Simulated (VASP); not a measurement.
NaCl, 2 atoms in the cell. It takes space group Pm-3m (No. 221, cubic). The conventional cell has a = 2.802 Å, b = 2.802 Å, c = 2.802 Å, α = 90.00°, β = 90.00°, γ = 90.00°. Na (site symmetry m-3m) has 8 Cl at 2.43 Å and 6 Na at 2.80 Å within 3.2 Å. Cl (site symmetry m-3m) has 8 Na at 2.43 Å and 6 Cl at 2.80 Å within 3.2 Å.  This cell differs from its parent crystal: volume scaled by 0.94.

- Program: VASP 6.6.1
- Task: electric field gradients
- Functional: PBEsol
- Potentials or basis: VASP PAW PBE potentials, release 64 (Na_pv, Cl)
- Cutoff: 400 eV
- k mesh: 8 × 8 × 8
- Occupations: fermi-dirac, width 0.02 eV
- Spin: no spin polarisation
- Dipole correction: no
- Further INCAR settings: ALGO = Normal; EDIFF = 1e-08; NBANDS = 14

Potentials or basis: VASP PAW PBE potentials, release 64 (Na_pv, Cl).

Command:

```bash
$ cat potpaw_PBE.64/Na_pv/POTCAR potpaw_PBE.64/Cl/POTCAR > POTCAR
$ mpirun -np 1 vasp_std > vasp.out
```

Hardware: 1 thread of Intel(R) Xeon(R) 6975P-C (Granite Rapids), with other jobs on the host.

How long does it take, and how much memory?

It took 3.4 s on 1 thread of Intel(R) Xeon(R) 6975P-C (Granite Rapids), with other jobs on the host, peak memory 0.11 GiB. Counts: scf iterations 15, k points 35.
